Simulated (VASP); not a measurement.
# MoS2 (Cm) in VASP: single point with PBE+D3(BJ)

Aim: the single point of MoS2 with PBE+D3(BJ).

Program: VASP 6.6.1. These are calculated values, not measurements. Logs are shortened: lines on timing, memory, paths and dates and some standing lists are left out, and cuts for length are marked.

## Step 1: The cell of the first run

Symmetry: Cm, No. 8, monoclinic system. Conventional cell: a = 5.461 Å, b = 3.153 Å, c = 6.267 Å, α = 90.00°, β = 106.89°, γ = 90.00°. Within 3.0 Å of Mo (site symmetry m) lie 6 S at 2.31 to 2.45 Å. S (site symmetry m) has 3 Mo at 2.31 to 2.45 Å within 3.0 Å. S (site symmetry m) has 3 Mo at 2.31 to 2.45 Å within 3.0 Å.

## Step 2: Single point, PBE+D3(BJ) (atoms displaced along a vibrational mode)

Contents of INCAR:

```
SYSTEM = MoS2
PREC = Accurate ; ENCUT = 520
EDIFF = 1E-7 ; ISMEAR = 0
SIGMA = 0.05 ; LREAL = .False.
LASPH = .True. ; NELM = 60
ALGO = Normal ; ISIF = 2
LWAVE = .False. ; LCHARG = .False.
GGA = PE ; IVDW = 12
NBANDS = 20
```

Contents of KPOINTS:

```
Automatic mesh
0
Gamma
  12 12 12
  0 0 0
```

Contents of POSCAR:

```
MoS2
1.0
    1.5764743789      0.9101779070      5.9965349857
   -1.5764743789      0.9101779070      5.9965349857
    0.0000000000     -1.8203558141      5.9965349857
Mo S
1 2
Direct
   -0.0091417970     -0.0091417970      0.0183354084
    0.7672927049      0.7672927049      0.7260919685
    0.5934015214      0.5934015214      0.5523677644
```

Potentials or basis: VASP PAW PBE potentials, release 64 (Mo_sv, S).

On the command line:

```
$ cat potpaw_PBE.64/Mo_sv/POTCAR potpaw_PBE.64/S/POTCAR > POTCAR
$ mpirun -np 1 vasp_std > vasp.out
```

OUTCAR:

```text
SYSTEM = MoS2
   PREC = Accurate
   ENCUT = 520
   EDIFF = 1E-7
   ISMEAR = 0
   LREAL = .False.
   LASPH = .True.
   NELM = 60
   ISIF = 2
   GGA = PE
   IVDW = 12
 IVDW          = 12

 ion  position               nearest neighbor table
   1  0.991  0.991  0.018-   2 2.31   3 2.31   2 2.45   2 2.45   3 2.45   3 2.45
   2  0.767  0.767  0.726-   1 2.31   1 2.45   1 2.45
   3  0.593  0.593  0.552-   1 2.31   1 2.45   1 2.45

  LATTYP: Found a trigonal (rhomboedric) cell.
 ALAT       =     6.2667477310
 COS(alpha) =     0.8734333152

  Lattice vectors:

 A1 = (   1.5764743789,   0.9101779070,   5.9965349857)
 A2 = (  -1.5764743789,   0.9101779070,   5.9965349857)
 A3 = (   0.0000000000,  -1.8203558141,   5.9965349857)

Analysis of symmetry for initial positions (statically):
=====================================================================
 Subroutine PRICEL returns:
 Original cell was already a primitive cell.

 Routine SETGRP: Setting up the symmetry group for a
 trigonal (rhombohedral) supercell.

 Subroutine GETGRP returns: Found  2 space group operations
 (whereof  2 operations were pure point group operations)
 out of a pool of 12 trial point group operations.

The static configuration has the point symmetry C_1h.

Analysis of symmetry for dynamics (positions and initial velocities):
=====================================================================
 Subroutine PRICEL returns:
 Original cell was already a primitive cell.

 Routine SETGRP: Setting up the symmetry group for a
 trigonal (rhombohedral) supercell.

 Subroutine GETGRP returns: Found  2 space group operations
 (whereof  2 operations were pure point group operations)
 out of a pool of 12 trial point group operations.

The dynamic configuration has the point symmetry C_1h.

 Subroutine INISYM returns: Found  2 space group operations
 (whereof  2 operations are pure point group operations),
 and found     1 'primitive' translations

----------------------------------------------------------------------------------------

                                     Primitive cell

  volume of cell :      51.6256

  direct lattice vectors                    reciprocal lattice vectors
     1.576474379  0.910177907  5.996534986     0.317163416  0.183114384  0.055587658
    -1.576474379  0.910177907  5.996534986    -0.317163416  0.183114384  0.055587658
     0.000000000 -1.820355814  5.996534986     0.000000000 -0.366228768  0.055587658

  length of vectors
     6.266747731  6.266747731  6.266747731     0.370423404  0.370423404  0.370423404

  position of ions in fractional coordinates (direct lattice)
     0.990858203  0.990858203  0.018335408
     0.767292705  0.767292705  0.726091969
     0.593401521  0.593401521  0.552367764

  ion indices of the primitive-cell ions
   primitive index   ion index
                 1           1
                 2           2
                 3           3

----------------------------------------------------------------------------------------

 KPOINTS: Automatic mesh

Automatic generation of k-mesh.
 Grid dimensions read from file:
 generate k-points for:   12   12   12

 Generating k-lattice:

  Cartesian coordinates                     Fractional coordinates (reciprocal lattice)
     0.026430285  0.015259532  0.004632305     0.083333333 -0.000000000  0.000000000
    -0.026430285  0.015259532  0.004632305    -0.000000000  0.083333333  0.000000000
     0.000000000 -0.030519064  0.004632305    -0.000000000 -0.000000000  0.083333333

  Length of vectors
     0.030868617  0.030868617  0.030868617

  Shift w.r.t. Gamma in fractional coordinates (k-lattice)
     0.000000000  0.000000000  0.000000000

 Subroutine IBZKPT returns following result:
 ===========================================

 Found    476 irreducible k-points:

 Following reciprocal coordinates:
            Coordinates               Weight
  0.000000  0.000000  0.000000      1.000000
  0.083333 -0.000000  0.000000      4.000000
  0.000000  0.000000  0.083333      2.000000
  0.166667 -0.000000 -0.000000      4.000000
  0.000000  0.000000  0.166667      2.000000
  0.250000  0.000000  0.000000      4.000000
[... 16 lines left out ...]
 -0.333333  0.000000 -0.083333      4.000000
  0.083333  0.000000  0.333333      4.000000
 [... further k-points ...]
   k-points           NKPTS =    476   k-points in BZ     NKDIM =    476   number of bands    NBANDS=     20
   number of dos      NEDOS =    301   number of ions     NIONS =      3
   total plane-waves  NPLWV = 110592
   dimension x,y,z NGX =    48 NGY =   48 NGZ =   48
   dimension x,y,z NGXF=    96 NGYF=   96 NGZF=   96
   ions per type =               1   2
   NGX,Y,Z   is equivalent  to a cutoff of  12.73, 12.73, 12.73 a.u.
   NGXF,Y,Z  is equivalent  to a cutoff of  25.47, 25.47, 25.47 a.u.
 SYSTEM =  MoS2
   PREC   = accura    normal or accurate (medium, high low for compatibility)
   ISTART =      0    job   : 0-new  1-cont  2-samecut
   ICHARG =      2    charge: 1-file 2-atom 10-const
   ISPIN  =      1    spin polarized calculation?
   LNONCOLLINEAR =      F non collinear calculations
   LSORBIT =      F    spin-orbit coupling
   LASPH  =      T    aspherical Exc in radial PAW
   ENCUT  =  520.0 eV  38.22 Ry    6.18 a.u.  11.65 11.65 11.65*2*pi/ulx,y,z
   NELM   =     60;   NELMIN=  2; NELMDL= -5     # of ELM steps
   EDIFF  = 0.1E-06   stopping-criterion for ELM
   LREAL  =      F    real-space projection
   EDIFFG = 0.1E-05   stopping-criterion for IOM
   NSW    =      0    number of steps for IOM
   IBRION =     -1    ionic relax: 0-MD 1-quasi-New 2-CG
   NFREE  =      0    steps in history (QN), initial steepest desc. (CG)
   ISIF   =      2    stress and relaxation
   ISYM   =      2    0-nonsym 1-usesym 2-fastsym
   POTIM  = 0.5000    time-step for ionic-motion
   TEBEG  =    0.0;   TEEND  =   0.0 temperature during run
   PSTRESS=    0.0 pullay stress
   NELECT =      26.0000    total number of electrons
   NUPDOWN=      -1.0000    fix difference up-down
   EMIN   =  10.00;   EMAX   =-10.00  energy-range for DOS
   EFERMI =   0.00;   METHOD = LEGACY
   ISMEAR =     0;   SIGMA  =   0.05  broadening in eV -4-tet -1-fermi 0-gaus
   EFERMI_NEDOS =   21; number of points for ismear=-14 and -15
   IALGO  =     38    algorithm
   IMIX   =      4    mixing-type and parameters
     AMIX     =   0.40;   BMIX     =  1.00
     AMIX_MAG =   1.60;   BMIX_MAG =  1.00
  volume/ion in A,a.u.               =      17.21       116.13
  Fermi-wavevector in a.u.,A,eV,Ry     =   1.302500  2.461368 23.082362  1.696506
  Thomas-Fermi vector in A             =   2.433564
   LORBIT       =      0    0 simple, 1 ext, 2 COOP (PROOUT), +10 PAW based schemes
   GGA     = PE    functional components
   LHFCALC =     F    Hartree Fock is set to
   AEXX    =    0.0000 exact exchange contribution
   IVDW    =    12    specifies the selected vdW correction
   LEPSILON=     F    determine dielectric tensor
   LRPA    =     F    only Hartree local field effects (RPA)
 non-spin polarized calculation
 Gauss-broadening in eV      SIGMA  =   0.05
  energy-cutoff  :      520.00
  volume of cell :       51.63
 maximum number of plane-waves:      1408
   NGX = 23   NGY = 23   NGZ = 23

 number of electron      26.0000002 magnetization

 Free energy of the ion-electron system (eV)
  ---------------------------------------------------
  ext. energy  EPLUGINS =         0.00000000
  ---------------------------------------------------
  free energy    TOTEN  =       -21.60491963 eV

  energy without entropy =      -21.60491963  energy(sigma->0) =      -21.60491963

 E-fermi :   8.4398     XC(G=0): -11.0544

 val. band max:        8.0693761416   @ k =   0.5000   0.5000   0.5000
 cond. band min:       8.7747734140   @ k =  -0.1667   0.1667   0.0000
 fundamental gap:      0.7053972724
 Fermi energy:         8.4397646884

 k-point     1 :       0.0000    0.0000    0.0000
  band No.  band energies     occupation
      1     -53.5049      2.00000
      2     -27.6868      2.00000
      3     -27.4436      2.00000
      4     -27.4138      2.00000
      5      -7.1046      2.00000
      6      -5.3047      2.00000
[... 12 lines left out ...]
     19      16.0564      0.00000
     20      17.0724      0.00000

 k-point     2 :       0.0833   -0.0000    0.0000
  band No.  band energies     occupation
      1     -53.5020      2.00000
      2     -27.6814      2.00000
      3     -27.4596      2.00000
      4     -27.4319      2.00000
      5      -6.9965      2.00000
      6      -5.2694      2.00000
[... 12 lines left out ...]
     19      16.4634      0.00000
     20      17.0128      0.00000

 k-point     3 :       0.0000    0.0000    0.0833
  band No.  band energies     occupation
      1     -53.5020      2.00000
      2     -27.6810      2.00000
      3     -27.4725      2.00000
      4     -27.4203      2.00000
      5      -6.9915      2.00000
      6      -5.2796      2.00000
[... 12 lines left out ...]
     19      16.5908      0.00000
     20      17.1723      0.00000

 k-point     4 :       0.1667   -0.0000   -0.0000
  band No.  band energies     occupation
      1     -53.4943      2.00000
      2     -27.6666      2.00000
      3     -27.5279      2.00000
      4     -27.4565      2.00000
      5      -6.6875      2.00000
      6      -5.1679      2.00000
[... 12 lines left out ...]
     19      16.6852      0.00000
     20      17.1718      0.00000

 k-point     5 :       0.0000    0.0000    0.1667
  band No.  band energies     occupation
      1     -53.4941      2.00000
      2     -27.6652      2.00000
      3     -27.5508      2.00000
      4     -27.4379      2.00000
      5      -6.6675      2.00000
      6      -5.2081      2.00000
[... 12 lines left out ...]
     19      16.8734      0.00000
     20      17.5448      0.00000
[... 353 lines left out ...]
      6      -5.1549      2.00000
[... 12 lines left out ...]
     19      16.7071      0.00000
     20      17.5354      0.00000

 k-point    22 :       0.3333    0.0833    0.0000
  band No.  band energies     occupation
      1     -53.4769      2.00000
      2     -27.6913      2.00000
      3     -27.6325      2.00000
      4     -27.4999      2.00000
      5      -5.8724      2.00000
      6      -4.9628      2.00000
[... 12 lines left out ...]
     19      16.3362      0.00000
     20      16.5048      0.00000

 k-point    23 :      -0.3333    0.0000   -0.0833
  band No.  band energies     occupation
      1     -53.4771      2.00000
      2     -27.6749      2.00000
      3     -27.6339      2.00000
      4     -27.5123      2.00000
      5      -5.8924      2.00000
      6      -4.9156      2.00000
[... 12 lines left out ...]
     19      16.3309      0.00000
     20      16.4941      0.00000

 k-point    24 :       0.0833    0.0000    0.3333
  band No.  band energies     occupation
      1     -53.4766      2.00000
      2     -27.7117      2.00000
      3     -27.6300      2.00000
      4     -27.4868      2.00000
      5      -5.8298      2.00000
      6      -5.0383      2.00000
[... 12 lines left out ...]
     19      16.3188      0.00000
     20      16.4779      0.00000

 [... further k-points ...]

------------------------ aborting loop because EDIFF is reached ----------------------------------------

 Edisp (eV)   -1.32093

 E8    (eV) :    -0.5327

  FORCE on cell =-STRESS in cart. coord.  units (eV):
  Direction    XX          YY          ZZ          XY          YZ          ZX
  --------------------------------------------------------------------------------------
  -------------------------------------------------------------------------------------
  Total      -0.61332     1.02345     0.53198     0.00000     0.00542     0.00000
  in kB     -19.03409    31.76222    16.50972     0.00000     0.16836     0.00000
  external pressure =        9.75 kB  Pullay stress =        0.00 kB

 VOLUME and BASIS-vectors are now :
 -----------------------------------------------------------------------------
  energy-cutoff  :      520.00
  volume of cell :       51.63
      direct lattice vectors                 reciprocal lattice vectors
     1.576474379  0.910177907  5.996534986     0.317163416  0.183114384  0.055587658
    -1.576474379  0.910177907  5.996534986    -0.317163416  0.183114384  0.055587658
     0.000000000 -1.820355814  5.996534986     0.000000000 -0.366228768  0.055587658

 POSITION                                       TOTAL-FORCE (eV/Angst)
 -----------------------------------------------------------------------------------
      0.00000      1.77034     11.99338         0.000000      2.583201     -0.000485
      0.00000      0.07500     13.55623         0.000000     -1.296703      0.179254
      0.00000      0.07470     10.42900         0.000000     -1.286497     -0.178769
 -----------------------------------------------------------------------------------
    total drift:                               -0.000000      0.000036      0.000012

  FREE ENERGIE OF THE ION-ELECTRON SYSTEM (eV)
  ---------------------------------------------------
  free  energy   TOTEN  =       -22.9258476578 eV

  energy  without entropy=      -22.9258476578  energy(sigma->0) =      -22.92584766
```

It took 34 min on 1 thread of Oxide Virtual Turin-like, shared host; peak memory 0.62 GiB.

What came out:

- Free energy: -22.9258 eV
- Pressure: 1.0 GPa
- Largest force: 2.583 eV/Å
- Band gap on the k mesh: 0.71 eV (least direct gap 1.46 eV)
- Dispersion energy per atom: -0.440 eV

Forces on the atoms (eV/Å):
```
Mo   0.000  2.583  0.000
S    0.000 -1.297  0.179
S    0.000 -1.286 -0.179
```

Stress tensor (GPa, compression positive):
```
-1.90  0.00  0.00
 0.00  3.18  0.02
 0.00  0.02  1.65
```

Caveat: the cell differs from its parent crystal (atoms displaced along a vibrational mode); the stress differs along the axes, from -2 to 3 GPa; forces of over 1 eV/Å act on the atoms, so gaps and moduli don't describe the material at rest. A k mesh can miss the band edges.
